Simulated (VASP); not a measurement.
# Ca in VASP: further runs

The runs below take Ca through single point, with PBE.

Everything below comes from runs of VASP 6.6.1. Logs are shortened: lines on timing, memory, paths and dates and some standing lists are left out, and cuts for length are marked.

### Step 1. The cell of the first run

The structure is orthorhombic, space group Cmcm (No. 63). Conventional cell: a = 3.877 Å, b = 6.633 Å, c = 6.563 Å, α = 90.00°, β = 90.00°, γ = 90.00°. Within 5.0 Å of Ca (site symmetry m2m) lie 12 Ca at 3.84 to 3.97 Å.

### Step 2. Single point, PBE

INCAR

```
PREC = Accurate
ENCUT = 520
EDIFF = 1E-7
ISMEAR = 0
SIGMA = 0.1
LREAL = F
LASPH = T
NELM = 80
ALGO = Normal
ISIF = 2
LWAVE = F
LCHARG = T
GGA = PE
LELF = T
LVHAR = T
NBANDS = 17
```

KPOINTS

```
Automatic mesh
0
Gamma
  6 6 4
```

POSCAR

```
Ca
1.0
    1.9386938950     -3.3166497490      0.0000000000
    1.9386938950      3.3166497490      0.0000000000
    0.0000000000      0.0000000000      6.5625772368
Ca
2
Direct
    0.3312969800      0.6687030200      0.2500000000
    0.6687030200      0.3312969800      0.7500000000
```

Potentials or basis: VASP PAW PBE potentials, release 64 (Ca_sv).

Command:

```
$ cat potpaw_PBE.64/Ca_sv/POTCAR > POTCAR
$ mpirun -np 1 vasp_std > vasp.out
```

OUTCAR:

```text
PREC = Accurate
   ENCUT = 520
   EDIFF = 1E-7
   ISMEAR = 0
   LREAL = F
   LASPH = T
   NELM = 80
   ISIF = 2
   GGA = PE

 ion  position               nearest neighbor table
   1  0.331  0.669  0.250-
   2  0.669  0.331  0.750-

  LATTYP: Found a base centered orthorhombic cell.
 ALAT       =     3.8773877900
 B/A-ratio  =     1.7107650452
 C/A-ratio  =     1.6925253785

  Lattice vectors:

 A1 = (   1.9386938950,  -3.3166497490,   0.0000000000)
 A2 = (   1.9386938950,   3.3166497490,   0.0000000000)
 A3 = (   0.0000000000,   0.0000000000,   6.5625772368)

Analysis of symmetry for initial positions (statically):
=====================================================================
 Subroutine PRICEL returns:
 Original cell was already a primitive cell.

 Routine SETGRP: Setting up the symmetry group for a
 base centered orthorhombic supercell.

 Subroutine GETGRP returns: Found  8 space group operations
 (whereof  4 operations were pure point group operations)
 out of a pool of  8 trial point group operations.

The static configuration has the point symmetry C_2h.
 The point group associated with its full space group is D_2h.

Analysis of symmetry for dynamics (positions and initial velocities):
=====================================================================
 Subroutine PRICEL returns:
 Original cell was already a primitive cell.

 Routine SETGRP: Setting up the symmetry group for a
 base centered orthorhombic supercell.

 Subroutine GETGRP returns: Found  8 space group operations
 (whereof  4 operations were pure point group operations)
 out of a pool of  8 trial point group operations.

The dynamic configuration has the point symmetry C_2h.
 The point group associated with its full space group is D_2h.

 Subroutine INISYM returns: Found  8 space group operations
 (whereof  4 operations are pure point group operations),
 and found     1 'primitive' translations

----------------------------------------------------------------------------------------

                                     Primitive cell

  volume of cell :      84.3943

  direct lattice vectors                    reciprocal lattice vectors
     1.938693895 -3.316649749  0.000000000     0.257905594 -0.150754538  0.000000000
     1.938693895  3.316649749  0.000000000     0.257905594  0.150754538  0.000000000
     0.000000000  0.000000000  6.562577237     0.000000000  0.000000000  0.152379159

  length of vectors
     3.841705295  3.841705295  6.562577237     0.298734374  0.298734374  0.152379159

  position of ions in fractional coordinates (direct lattice)
     0.331296980  0.668703020  0.250000000
     0.668703020  0.331296980  0.750000000

  ion indices of the primitive-cell ions
   primitive index   ion index
                 1           1
                 2           2

----------------------------------------------------------------------------------------

 KPOINTS: Automatic mesh

Automatic generation of k-mesh.
 Grid dimensions read from file:
 generate k-points for:    6    6    4

 Generating k-lattice:

  Cartesian coordinates                     Fractional coordinates (reciprocal lattice)
     0.042984266 -0.025125756  0.000000000     0.166666667  0.000000000  0.000000000
     0.042984266  0.025125756  0.000000000     0.000000000  0.166666667  0.000000000
     0.000000000  0.000000000  0.038094790     0.000000000  0.000000000  0.250000000

  Length of vectors
     0.049789062  0.049789062  0.038094790

  Shift w.r.t. Gamma in fractional coordinates (k-lattice)
     0.000000000  0.000000000  0.000000000

 Subroutine IBZKPT returns following result:
 ===========================================

 Found     39 irreducible k-points:

 Following reciprocal coordinates:
            Coordinates               Weight
  0.000000  0.000000  0.000000      1.000000
  0.166667  0.000000  0.000000      4.000000
  0.333333  0.000000  0.000000      4.000000
  0.500000  0.000000  0.000000      2.000000
  0.166667  0.166667  0.000000      2.000000
  0.333333  0.166667  0.000000      4.000000
[... 16 lines left out ...]
  0.333333  0.333333  0.250000      4.000000
  0.500000  0.333333  0.250000      8.000000
 [... further k-points ...]
   k-points           NKPTS =     39   k-points in BZ     NKDIM =     39   number of bands    NBANDS=     17
   number of dos      NEDOS =    301   number of ions     NIONS =      2
   total plane-waves  NPLWV =  45000
   dimension x,y,z NGX =    30 NGY =   30 NGZ =   50
   dimension x,y,z NGXF=    60 NGYF=   60 NGZF=  100
   ions per type =               2
   NGX,Y,Z   is equivalent  to a cutoff of  12.98, 12.98, 12.67 a.u.
   NGXF,Y,Z  is equivalent  to a cutoff of  25.96, 25.96, 25.33 a.u.
 SYSTEM =  unknown system
   PREC   = accura    normal or accurate (medium, high low for compatibility)
   ISTART =      0    job   : 0-new  1-cont  2-samecut
   ICHARG =      2    charge: 1-file 2-atom 10-const
   ISPIN  =      1    spin polarized calculation?
   LNONCOLLINEAR =      F non collinear calculations
   LSORBIT =      F    spin-orbit coupling
   LASPH  =      T    aspherical Exc in radial PAW
   ENCUT  =  520.0 eV  38.22 Ry    6.18 a.u.   7.14  7.14 12.20*2*pi/ulx,y,z
   NELM   =     80;   NELMIN=  2; NELMDL= -5     # of ELM steps
   EDIFF  = 0.1E-06   stopping-criterion for ELM
   LREAL  =      F    real-space projection
   EDIFFG = 0.1E-05   stopping-criterion for IOM
   NSW    =      0    number of steps for IOM
   IBRION =     -1    ionic relax: 0-MD 1-quasi-New 2-CG
   NFREE  =      0    steps in history (QN), initial steepest desc. (CG)
   ISIF   =      2    stress and relaxation
   ISYM   =      2    0-nonsym 1-usesym 2-fastsym
   POTIM  = 0.5000    time-step for ionic-motion
   TEBEG  =    0.0;   TEEND  =   0.0 temperature during run
   PSTRESS=    0.0 pullay stress
   NELECT =      20.0000    total number of electrons
   NUPDOWN=      -1.0000    fix difference up-down
   EMIN   =  10.00;   EMAX   =-10.00  energy-range for DOS
   EFERMI =   0.00;   METHOD = LEGACY
   ISMEAR =     0;   SIGMA  =   0.10  broadening in eV -4-tet -1-fermi 0-gaus
   EFERMI_NEDOS =   21; number of points for ismear=-14 and -15
   IALGO  =     38    algorithm
   IMIX   =      4    mixing-type and parameters
     AMIX     =   0.40;   BMIX     =  1.00
     AMIX_MAG =   1.60;   BMIX_MAG =  1.00
  volume/ion in A,a.u.               =      42.20       284.76
  Fermi-wavevector in a.u.,A,eV,Ry     =   1.013088  1.914458 13.964296  1.026347
  Thomas-Fermi vector in A             =   2.146236
   LORBIT       =      0    0 simple, 1 ext, 2 COOP (PROOUT), +10 PAW based schemes
   GGA     = PE    functional components
   LHFCALC =     F    Hartree Fock is set to
   AEXX    =    0.0000 exact exchange contribution
   IVDW    =     0    specifies the selected vdW correction
   LEPSILON=     F    determine dielectric tensor
   LRPA    =     F    only Hartree local field effects (RPA)
 non-spin polarized calculation
 Gauss-broadening in eV      SIGMA  =   0.10
  energy-cutoff  :      520.00
  volume of cell :       84.39
 maximum number of plane-waves:      2291
 NGX is ok and might be reduce to    30
   NGX = 15   NGY = 15   NGZ = 25

 number of electron      20.0000001 magnetization

 Free energy of the ion-electron system (eV)
  ---------------------------------------------------
  ext. energy  EPLUGINS =         0.00000000
  ---------------------------------------------------
  free energy    TOTEN  =        -3.83559439 eV

  energy without entropy =       -3.82272011  energy(sigma->0) =       -3.82915725

 E-fermi :   2.0101     XC(G=0):  -7.7340

 val. band max:        1.9959957736   @ k =   0.3333   0.3333   0.2500
 cond. band min:       2.0224594884   @ k =   0.3333   0.3333   0.2500
 fundamental gap:      0.0264637148
 Fermi energy:         2.0101281223

 k-point     1 :       0.0000    0.0000    0.0000
  band No.  band energies     occupation
      1     -40.0423      2.00000
      2     -40.0312      2.00000
      3     -21.0731      2.00000
      4     -20.9800      2.00000
      5     -20.9790      2.00000
      6     -20.9648      2.00000
[... 9 lines left out ...]
     16       4.6230      0.00000
     17       5.0887      0.00000

 k-point     2 :       0.1667    0.0000    0.0000
  band No.  band energies     occupation
      1     -40.0390      2.00000
      2     -40.0292      2.00000
      3     -21.0616      2.00000
      4     -21.0098      2.00000
      5     -20.9952      2.00000
      6     -20.9879      2.00000
[... 9 lines left out ...]
     16       4.6606      0.00000
     17       4.8754      0.00000

 k-point     3 :       0.3333    0.0000    0.0000
  band No.  band energies     occupation
      1     -40.0319      2.00000
      2     -40.0255      2.00000
      3     -21.0704      2.00000
      4     -21.0546      2.00000
      5     -21.0343      2.00000
      6     -21.0045      2.00000
[... 9 lines left out ...]
     16       5.1466      0.00000
     17       5.4982      0.00000

 k-point     4 :       0.5000    0.0000    0.0000
  band No.  band energies     occupation
      1     -40.0278      2.00000
      2     -40.0242      2.00000
      3     -21.1009      2.00000
      4     -21.0836      2.00000
      5     -21.0146      2.00000
      6     -21.0125      2.00000
[... 9 lines left out ...]
     16       5.9898      0.00000
     17       6.0785      0.00000
[... 343 lines left out ...]
      1     -40.0374      2.00000
      2     -40.0304      2.00000
      3     -21.0490      2.00000
      4     -21.0058      2.00000
      5     -21.0015      2.00000
      6     -20.9866      2.00000
[... 9 lines left out ...]
     16       4.6941      0.00000
     17       5.1396      0.00000

 k-point    23 :       0.3333    0.3333    0.2500
  band No.  band energies     occupation
      1     -40.0245      2.00000
      2     -40.0244      2.00000
      3     -21.0693      2.00000
      4     -21.0649      2.00000
      5     -21.0641      2.00000
      6     -21.0445      2.00000
[... 9 lines left out ...]
     16       5.3163      0.00000
     17       5.8099      0.00000

 k-point    24 :       0.5000    0.3333    0.2500
  band No.  band energies     occupation
      1     -40.0269      2.00000
      2     -40.0242      2.00000
      3     -21.0906      2.00000
      4     -21.0800      2.00000
      5     -21.0279      2.00000
      6     -21.0120      2.00000
[... 9 lines left out ...]
     16       5.3260      0.00000
     17       5.5359      0.00000

 [... further k-points ...]

------------------------ aborting loop because EDIFF is reached ----------------------------------------

  FORCE on cell =-STRESS in cart. coord.  units (eV):
  Direction    XX          YY          ZZ          XY          YZ          ZX
  --------------------------------------------------------------------------------------
  -------------------------------------------------------------------------------------
  Total        0.1008439      0.1529695     -0.1821916      0.0000000     -0.0000000      0.0000000
  in kB        1.9144619      2.9040364     -3.4588018      0.0000000     -0.0000000      0.0000000
  external PRESSURE =       0.4532322 kB  Pullay stress =       0.0000000 kB

 VOLUME and BASIS-vectors are now :
 -----------------------------------------------------------------------------
  energy-cutoff  :      520.00
  volume of cell :       84.39
      direct lattice vectors                 reciprocal lattice vectors
     1.938693895 -3.316649749  0.000000000     0.257905594 -0.150754538  0.000000000
     1.938693895  3.316649749  0.000000000     0.257905594  0.150754538  0.000000000
     0.000000000  0.000000000  6.562577237     0.000000000  0.000000000  0.152379159

 POSITION                                       TOTAL-FORCE (eV/Angst)
 -----------------------------------------------------------------------------------
      1.93869      1.11906      1.64064         0.000000      0.002767     -0.000000
      1.93869     -1.11906      4.92193         0.000000     -0.002767      0.000000
 -----------------------------------------------------------------------------------
    total drift:                                0.000000      0.000000     -0.000000

  FREE ENERGIE OF THE ION-ELECTRON SYSTEM (eV)
  ---------------------------------------------------
  free  energy   TOTEN  =        -3.8355943945 eV

  energy  without entropy=       -3.8227201105  energy(sigma->0) =       -3.82915725
```

Wall time 81 s (1 thread of Intel Xeon 8259CL, shared host); peak memory 0.22 GiB.

Results:

```
Free energy            : -3.8356 eV
Pressure               : 0.0 GPa
Band gap on the k mesh : zero (bands 10 and 11 overlap by 0.53 eV)
```

Forces in eV/Å, atoms in the order of the input:
```
Ca   0.000  0.003  0.000
Ca   0.000 -0.003  0.000
```

(Part 1 of 2 ends here.)
